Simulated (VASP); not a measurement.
Here is a VASP 6.6.1 calculation.

The input POSCAR:

```
W
1.0
   -1.6031677168      1.6031677168      1.6031677168
    1.6031677168     -1.6031677168      1.6031677168
    1.6031677168      1.6031677168     -1.6031677168
W
1
Direct
    0.0000000000      0.0000000000      0.0000000000
```

INCAR.step1

```
SYSTEM = W
PREC = Accurate
ENCUT = 550
ISMEAR = -1
SIGMA = 0.05
LREAL = .FALSE.
LASPH = .TRUE.
NELM = 120
NBANDS = 13
GGA = PE
ALGO = Normal
EDIFF = 1E-5
LWAVE = .TRUE.
LCHARG = .FALSE.
GGA_COMPAT = .FALSE.
```

Contents of INCAR.step2:

```
SYSTEM = W
PREC = Accurate
ENCUT = 550
EDIFF = 1E-6
ISMEAR = -1
SIGMA = 0.05
LREAL = .FALSE.
LASPH = .TRUE.
NELM = 120
ALGO = Normal
ISIF = 2
LWAVE = .FALSE.
LCHARG = .FALSE.
METAGGA = R2SCAN
LMIXTAU = .TRUE.
NBANDS = 13
ISTART = 1
GGA_COMPAT = .FALSE.
```

KPOINTS

```
regular mesh
0
G
  12 12 12
  0 0 0
```

Potentials or basis: VASP PAW PBE potentials, release 64 (W_sv).

The run is started by

```sh
$ cat potpaw_PBE.64/W_sv/POTCAR > POTCAR
$ cp INCAR.step1 INCAR
$ mpirun -np 1 vasp_std > vasp.out
$ cp INCAR.step2 INCAR
$ mpirun -np 1 vasp_std > vasp.out
```

Task: Estimate the band gap on the k mesh.

Result: Zero (bands 7 and 8 overlap by 6.27 eV).

Task: Predict the pressure.

Result: -9.3 GPa.

Caveat: the cell stands under tension; the PAW data sets were made with another functional, which shifts forces and pressure a little; spin-orbit coupling is left out, which moves the levels of the heavy elements.
